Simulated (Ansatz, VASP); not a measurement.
**Mg, level by level in two programs**

```
Mg
1.0
     3.14379    0.00000    0.00000
    -1.57189    2.72260    0.00000
     0.00000    0.00000    5.10394
Mg
2
Direct
  0.66667 0.33333 0.75000
  0.33333 0.66667 0.25000
```

Single points on this cell with VASP 6.6.1 and Ansatz 0.2.0. Each row is one pair of runs. Alike in all rows: spin: off; smearing: fermi-dirac, width 0.05 eV.

```tsv
level	k mesh	VASP's potentials, cutoff	Ansatz's potentials, cutoff	gap on the k mesh at the Fermi level (eV), VASP	gap on the k mesh at the Fermi level (eV), Ansatz	pressure (GPa), VASP	pressure (GPa), Ansatz
LDA	10 × 10 × 5	VASP PAW LDA potentials, release 64 (Mg), 520 eV	Ansatz PAW, 420 eV	none	none	-0.7	-0.3
PBE+D4	10 × 10 × 5	VASP PAW PBE potentials, release 64 (Mg), 520 eV	Ansatz PAW, 420 eV	none	none	1.3	1.5
PBEsol+D4	10 × 10 × 5	VASP PAW PBE potentials, release 64 (Mg), 520 eV	Ansatz PAW, 420 eV	none	none	0.9	0.9
RPBE+D4	10 × 10 × 5	VASP PAW PBE potentials, release 64 (Mg), 520 eV	Ansatz PAW, 420 eV	none	none	2.1	2.3
r2SCAN0	5 × 5 × 3	VASP PAW PBE potentials, release 64 (Mg), 520 eV	Ansatz PAW, 500 eV	none	none	1.3	1.7
PBE+D3(BJ)	10 × 10 × 5	VASP PAW PBE potentials, release 64 (Mg), 520 eV	Ansatz PAW, 420 eV	none	none	-0.3	-0.2
PBEsol+D3(BJ)	10 × 10 × 5	VASP PAW PBE potentials, release 64 (Mg), 520 eV	Ansatz PAW, 420 eV	none	none	-0.9	-0.9
RPBE+D3(BJ)	10 × 10 × 5	VASP PAW PBE potentials, release 64 (Mg), 520 eV	Ansatz PAW, 420 eV	none	none	-12.2	-12.0
```

Pressure (GPa): the two programs differ by at most 0.37.

VASP's potentials hold 4 valence electrons a cell and Ansatz's 20, so a difference there can come from the potentials and not from the codes.

A gap of «none» marks a metal or a gap that the smearing closes.

The k mesh is coarse in some rows, so the values compare programs but aren't converged.
